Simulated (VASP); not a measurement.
# CaSe (I4/mmm) in VASP: single point with PBEsol

Aim: the single point of CaSe with PBEsol.

Everything below comes from runs of VASP 6.6.1. Logs are shortened: lines on timing, memory, paths and dates and some standing lists are left out, and cuts for length are marked.

## Step 1: The cell of the first run

Symmetry: I4/mmm, No. 139, tetragonal system. The conventional cell has a = 4.233 Å, b = 4.233 Å, c = 5.798 Å, α = 90.00°, β = 90.00°, γ = 90.00°. Ca (site symmetry 4/mmm) has 6 Se at 2.90 to 2.99 Å within 3.8 Å. Within 3.8 Å of Se (site symmetry 4/mmm) lie 6 Ca at 2.90 to 2.99 Å.

## Step 2: Single point, PBEsol (in-plane strain +0.02)

INCAR reads:

```
SYSTEM = CaSe
ALGO = Normal
EDIFF = 1E-7
ENCUT = 520
GGA = PS
ISIF = 2
ISMEAR = 0
LASPH = .TRUE.
LCHARG = .FALSE.
LREAL = .FALSE.
LWAVE = .FALSE.
NBANDS = 15
NELM = 80
PREC = Accurate
SIGMA = 0.01
```

KPOINTS reads:

```
k-points
0
G
  8 8 8
  0 0 0
```

POSCAR reads:

```
CaSe
1.0
    2.9931395951      2.9931395951      0.0000000000
   -2.9931395951      2.9931395951      0.0000000000
    0.0000000000      2.9931395951      2.8992371764
Ca Se
1 1
Direct
    0.0000000000      0.0000000000      0.0000000000
    0.5000000000      0.5000000000      0.0000000000
```

Potentials or basis: VASP PAW PBE potentials, release 64 (Ca_sv, Se).

Command:

```
$ cat potpaw_PBE.64/Ca_sv/POTCAR potpaw_PBE.64/Se/POTCAR > POTCAR
$ mpirun -np 1 vasp_std > vasp.out
```

OUTCAR:

```text
SYSTEM = CaSe
   EDIFF = 1E-7
   ENCUT = 520
   GGA = PS
   ISIF = 2
   ISMEAR = 0
   LASPH = .TRUE.
   LREAL = .FALSE.
   NELM = 80
   PREC = Accurate

 ion  position               nearest neighbor table
   1  0.000  0.000  0.000-   2 2.90   2 2.90
   2  0.500  0.500  0.000-   1 2.90   1 2.90

  LATTYP: Found a body centered tetragonal cell.
 ALAT       =     4.2329386095
 C/A-ratio  =     1.3698460780

  Lattice vectors:

 A1 = (   2.9931395951,   0.0000000000,  -2.8992371764)
 A2 = (  -2.9931395951,   0.0000000000,  -2.8992371764)
 A3 = (   0.0000000000,   2.9931395951,   2.8992371764)

Analysis of symmetry for initial positions (statically):
=====================================================================
 Subroutine PRICEL returns:
 Original cell was already a primitive cell.

 Routine SETGRP: Setting up the symmetry group for a
 body centered tetragonal supercell.

 Subroutine GETGRP returns: Found 16 space group operations
 (whereof 16 operations were pure point group operations)
 out of a pool of 16 trial point group operations.

The static configuration has the point symmetry D_4h.

Analysis of symmetry for dynamics (positions and initial velocities):
=====================================================================
 Subroutine PRICEL returns:
 Original cell was already a primitive cell.

 Routine SETGRP: Setting up the symmetry group for a
 body centered tetragonal supercell.

 Subroutine GETGRP returns: Found 16 space group operations
 (whereof 16 operations were pure point group operations)
 out of a pool of 16 trial point group operations.

The dynamic configuration has the point symmetry D_4h.

 Subroutine INISYM returns: Found 16 space group operations
 (whereof 16 operations are pure point group operations),
 and found     1 'primitive' translations

----------------------------------------------------------------------------------------

                                     Primitive cell

  volume of cell :      51.9479

  direct lattice vectors                    reciprocal lattice vectors
     2.993139595  2.993139595  0.000000000     0.167048674  0.167048674 -0.172459157
    -2.993139595  2.993139595  0.000000000    -0.167048674  0.167048674 -0.172459157
     0.000000000  2.993139595  2.899237176     0.000000000  0.000000000  0.344918314

  length of vectors
     4.232938609  4.232938609  4.167068615     0.292493897  0.292493897  0.344918314

  position of ions in fractional coordinates (direct lattice)
     0.000000000  0.000000000  0.000000000
     0.500000000  0.500000000  0.000000000

  ion indices of the primitive-cell ions
   primitive index   ion index
                 1           1
                 2           2

----------------------------------------------------------------------------------------

 KPOINTS: k-points

Automatic generation of k-mesh.
 Grid dimensions read from file:
 generate k-points for:    8    8    8

 Generating k-lattice:

  Cartesian coordinates                     Fractional coordinates (reciprocal lattice)
     0.020881084  0.020881084 -0.021557395     0.125000000  0.000000000  0.000000000
    -0.020881084  0.020881084 -0.021557395     0.000000000  0.125000000  0.000000000
     0.000000000  0.000000000  0.043114789     0.000000000  0.000000000  0.125000000

  Length of vectors
     0.036561737  0.036561737  0.043114789

  Shift w.r.t. Gamma in fractional coordinates (k-lattice)
     0.000000000  0.000000000  0.000000000

 Subroutine IBZKPT returns following result:
 ===========================================

 Found     59 irreducible k-points:

 Following reciprocal coordinates:
            Coordinates               Weight
  0.000000  0.000000  0.000000      1.000000
  0.125000  0.000000 -0.000000      8.000000
  0.250000  0.000000 -0.000000      8.000000
  0.375000  0.000000 -0.000000      8.000000
  0.500000  0.000000 -0.000000      4.000000
  0.125000  0.125000 -0.000000      8.000000
[... 16 lines left out ...]
  0.250000  0.000000  0.125000      4.000000
  0.375000  0.000000  0.125000      8.000000
 [... further k-points ...]
   k-points           NKPTS =     59   k-points in BZ     NKDIM =     59   number of bands    NBANDS=     15
   number of dos      NEDOS =    301   number of ions     NIONS =      2
   total plane-waves  NPLWV =  32768
   dimension x,y,z NGX =    32 NGY =   32 NGZ =   32
   dimension x,y,z NGXF=    64 NGYF=   64 NGZF=   64
   ions per type =               1   1
   NGX,Y,Z   is equivalent  to a cutoff of  12.57, 12.57, 12.77 a.u.
   NGXF,Y,Z  is equivalent  to a cutoff of  25.14, 25.14, 25.53 a.u.
 SYSTEM =  CaSe
   PREC   = accura    normal or accurate (medium, high low for compatibility)
   ISTART =      0    job   : 0-new  1-cont  2-samecut
   ICHARG =      2    charge: 1-file 2-atom 10-const
   ISPIN  =      1    spin polarized calculation?
   LNONCOLLINEAR =      F non collinear calculations
   LSORBIT =      F    spin-orbit coupling
   LASPH  =      T    aspherical Exc in radial PAW
   ENCUT  =  520.0 eV  38.22 Ry    6.18 a.u.   7.87  7.87  7.75*2*pi/ulx,y,z
   NELM   =     80;   NELMIN=  2; NELMDL= -5     # of ELM steps
   EDIFF  = 0.1E-06   stopping-criterion for ELM
   LREAL  =      F    real-space projection
   EDIFFG = 0.1E-05   stopping-criterion for IOM
   NSW    =      0    number of steps for IOM
   IBRION =     -1    ionic relax: 0-MD 1-quasi-New 2-CG
   NFREE  =      0    steps in history (QN), initial steepest desc. (CG)
   ISIF   =      2    stress and relaxation
   ISYM   =      2    0-nonsym 1-usesym 2-fastsym
   POTIM  = 0.5000    time-step for ionic-motion
   TEBEG  =    0.0;   TEEND  =   0.0 temperature during run
   PSTRESS=    0.0 pullay stress
   NELECT =      16.0000    total number of electrons
   NUPDOWN=      -1.0000    fix difference up-down
   EMIN   =  10.00;   EMAX   =-10.00  energy-range for DOS
   EFERMI =   0.00;   METHOD = LEGACY
   ISMEAR =     0;   SIGMA  =   0.01  broadening in eV -4-tet -1-fermi 0-gaus
   EFERMI_NEDOS =   21; number of points for ismear=-14 and -15
   IALGO  =     38    algorithm
   IMIX   =      4    mixing-type and parameters
     AMIX     =   0.40;   BMIX     =  1.00
     AMIX_MAG =   1.60;   BMIX_MAG =  1.00
  volume/ion in A,a.u.               =      25.97       175.28
  Fermi-wavevector in a.u.,A,eV,Ry     =   1.105585  2.089253 16.630658  1.222319
  Thomas-Fermi vector in A             =   2.242074
   LORBIT       =      0    0 simple, 1 ext, 2 COOP (PROOUT), +10 PAW based schemes
   GGA     = PS    functional components
   LHFCALC =     F    Hartree Fock is set to
   AEXX    =    0.0000 exact exchange contribution
   IVDW    =     0    specifies the selected vdW correction
   LEPSILON=     F    determine dielectric tensor
   LRPA    =     F    only Hartree local field effects (RPA)
 non-spin polarized calculation
 Gauss-broadening in eV      SIGMA  =   0.01
  energy-cutoff  :      520.00
  volume of cell :       51.95
 maximum number of plane-waves:      1412
   NGX = 15   NGY = 15   NGZ = 15

 number of electron      15.9999996 magnetization

 Free energy of the ion-electron system (eV)
  ---------------------------------------------------
  ext. energy  EPLUGINS =         0.00000000
  ---------------------------------------------------
  free energy    TOTEN  =       -10.05978125 eV

  energy without entropy =      -10.05978125  energy(sigma->0) =      -10.05978125

 E-fermi :   2.4872     XC(G=0):  -9.3086

 val. band max:        2.3246732923   @ k =   0.0000   0.0000   0.0000
 cond. band min:       4.2393174907   @ k =   0.0000   0.0000   0.5000
 fundamental gap:      1.9146441984
 Fermi energy:         2.4872109240

 k-point     1 :       0.0000    0.0000    0.0000
  band No.  band energies     occupation
      1     -37.2323      2.00000
      2     -18.3087      2.00000
      3     -18.3087      2.00000
      4     -18.3034      2.00000
      5      -9.4983      2.00000
      6       2.3107      2.00000
      7       2.3107      2.00000
      8       2.3247      2.00000
      9       5.4358      0.00000
     10       5.8980      0.00000
     11       5.8980      0.00000
     12       6.1098      0.00000
     13       6.5078      0.00000
     14       6.6688      0.00000
     15      11.8524      0.00000

 k-point     2 :       0.1250    0.0000   -0.0000
  band No.  band energies     occupation
      1     -37.2312      2.00000
      2     -18.3247      2.00000
      3     -18.3103      2.00000
      4     -18.3058      2.00000
      5      -9.4046      2.00000
      6       1.5276      2.00000
      7       2.0658      2.00000
      8       2.0783      2.00000
      9       5.7990      0.00000
     10       6.1254      0.00000
     11       6.2322      0.00000
     12       6.4842      0.00000
     13       6.9076      0.00000
     14       7.1113      0.00000
     15      12.0593      0.00000

 k-point     3 :       0.2500    0.0000   -0.0000
  band No.  band energies     occupation
      1     -37.2288      2.00000
      2     -18.3665      2.00000
      3     -18.3141      2.00000
      4     -18.3078      2.00000
      5      -9.1667      2.00000
      6       0.2785      2.00000
      7       1.5995      2.00000
      8       1.6138      2.00000
      9       5.9350      0.00000
     10       6.6700      0.00000
     11       6.7422      0.00000
     12       7.7936      0.00000
     13       7.8916      0.00000
     14       8.2043      0.00000
     15      11.6089      0.00000

 k-point     4 :       0.3750    0.0000   -0.0000
  band No.  band energies     occupation
      1     -37.2263      2.00000
      2     -18.4077      2.00000
      3     -18.3180      2.00000
      4     -18.3097      2.00000
      5      -8.9087      2.00000
      6      -0.6605      2.00000
      7       1.2332      2.00000
      8       1.2462      2.00000
      9       6.2972      0.00000
     10       7.3909      0.00000
     11       7.3939      0.00000
     12       8.2159      0.00000
     13       8.9683      0.00000
     14       9.1827      0.00000
     15      11.0913      0.00000
[... 307 lines left out ...]
 k-point    22 :       0.0000    0.0000    0.1250
  band No.  band energies     occupation
      1     -37.2308      2.00000
      2     -18.3212      2.00000
      3     -18.3141      2.00000
      4     -18.3141      2.00000
      5      -9.3656      2.00000
      6       1.2829      2.00000
      7       2.0448      2.00000
      8       2.0448      2.00000
      9       5.7239      0.00000
     10       5.9031      0.00000
     11       6.5110      0.00000
     12       6.5110      0.00000
     13       6.6226      0.00000
     14       8.0368      0.00000
     15      12.2160      0.00000

 k-point    23 :       0.2500    0.0000    0.1250
  band No.  band energies     occupation
      1     -37.2298      2.00000
      2     -18.3428      2.00000
      3     -18.3141      2.00000
      4     -18.3103      2.00000
      5      -9.2817      2.00000
      6       0.8160      2.00000
      7       1.7530      2.00000
      8       1.8195      2.00000
      9       6.1018      0.00000
     10       6.2260      0.00000
     11       6.5590      0.00000
     12       6.8864      0.00000
     13       7.7101      0.00000
     14       7.7715      0.00000
     15      12.1854      0.00000

 k-point    24 :       0.3750    0.0000    0.1250
  band No.  band energies     occupation
      1     -37.2274      2.00000
      2     -18.3772      2.00000
      3     -18.3214      2.00000
      4     -18.3142      2.00000
      5      -9.0572      2.00000
      6      -0.0679      2.00000
      7       1.3462      2.00000
      8       1.3739      2.00000
      9       6.2529      0.00000
     10       6.7105      0.00000
     11       7.4292      0.00000
     12       7.5495      0.00000
     13       8.4013      0.00000
     14       8.9165      0.00000
     15      11.4867      0.00000

 [... further k-points ...]
[... 5 lines left out ...]
  --------------------------------------------------------------------------------------
  -------------------------------------------------------------------------------------
  Total       -0.6642962     -0.6642962      0.3048957      0.0000000      0.0000000     -0.0000000
  in kB      -20.4882421    -20.4882421      9.4036026      0.0000000      0.0000000     -0.0000000
  external PRESSURE =     -10.5242939 kB  Pullay stress =       0.0000000 kB

 VOLUME and BASIS-vectors are now :
 -----------------------------------------------------------------------------
  energy-cutoff  :      520.00
  volume of cell :       51.95
      direct lattice vectors                 reciprocal lattice vectors
     2.993139595  2.993139595  0.000000000     0.167048674  0.167048674 -0.172459157
    -2.993139595  2.993139595  0.000000000    -0.167048674  0.167048674 -0.172459157
     0.000000000  2.993139595  2.899237176     0.000000000  0.000000000  0.344918314

 POSITION                                       TOTAL-FORCE (eV/Angst)
 -----------------------------------------------------------------------------------
      0.00000      0.00000      0.00000         0.000000      0.000000      0.000000
      0.00000      2.99314      0.00000        -0.000000     -0.000000      0.000000
 -----------------------------------------------------------------------------------
    total drift:                                0.000000     -0.000000     -0.000000

  FREE ENERGIE OF THE ION-ELECTRON SYSTEM (eV)
  ---------------------------------------------------
  free  energy   TOTEN  =       -10.0597812451 eV

  energy  without entropy=      -10.0597812451  energy(sigma->0) =      -10.05978125
```

Wall time 27 s (1 thread of Intel Xeon 6975P-C, shared host); peak memory 0.2 GiB.

Results:

* Free energy: -10.0598 eV
* Pressure: -1.1 GPa
* Band gap on the k mesh: 1.91 eV, indirect (least direct gap 2.81 eV)

Stress tensor (GPa, compression positive):
```
-2.05  0.00  0.00
 0.00 -2.05  0.00
 0.00  0.00  0.94
```

Caveat: the cell differs from its parent crystal (in-plane strain +0.02); the PAW data sets were made with another functional, which shifts forces and pressure a little.
